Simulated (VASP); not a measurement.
Set up this calculation in VASP 6.6.1, as the native input.

```
Task                   : electric field gradients
Functional             : PBEsol
Potentials or basis    : VASP PAW PBE potentials, release 64 (As_d)
Cutoff                 : 520 eV
k mesh                 : 11 × 11 × 11
Occupations            : fermi-dirac, width 0.03 eV
Spin                   : no spin polarisation
Dipole correction      : no
Further INCAR settings : ALGO = Normal; EDIFF = 1e-08; NBANDS = 22
```

The structure of As lies in POSCAR:

```
As
1.0
    1.8797494575      1.0852738553      3.4857700000
   -1.8797494575      1.0852738553      3.4857700000
    0.0000000000     -2.1705477106      3.4857700000
As
2
Direct
    0.2275400000      0.2275400000      0.2275400000
    0.7724600000      0.7724600000      0.7724600000
```

One way to write it, as run:

INCAR

```
SYSTEM = As
PREC = Accurate ; ENCUT = 520
EDIFF = 1E-8 ; ISMEAR = -1
SIGMA = 0.03 ; LREAL = .FALSE.
LASPH = .TRUE. ; NELM = 120
ALGO = Normal ; ISIF = 2
LWAVE = .FALSE. ; LCHARG = .FALSE.
GGA = PS ; LEFG = .TRUE.
NBANDS = 22 ; GGA_COMPAT = .FALSE.
```

KPOINTS

```
Automatic mesh
0
G
  11 11 11
  0 0 0
```

Potentials or basis: VASP PAW PBE potentials, release 64 (As_d).

Launch:

```sh
$ cat potpaw_PBE.64/As_d/POTCAR > POTCAR
$ mpirun -np 1 vasp_std > vasp.out
```

Results of the run:

- Pressure: 0.2 GPa
- Largest force: 0.180 eV/Å
- Band gap on the k mesh: zero (bands 15 and 16 overlap by 0.37 eV)
- Largest electric field gradient by atom: As -45.2 V/Å²

Caveat: without QUAD_EFG the Cq values of the log hold for a quadrupole moment of 1 mb, not for the nuclei; the PAW data sets were made with another functional, which shifts forces and pressure a little.

It took 49 s on 1 thread of Intel(R) Xeon(R) 6975P-C (Granite Rapids), on a shared host, peak memory 0.25 GiB.
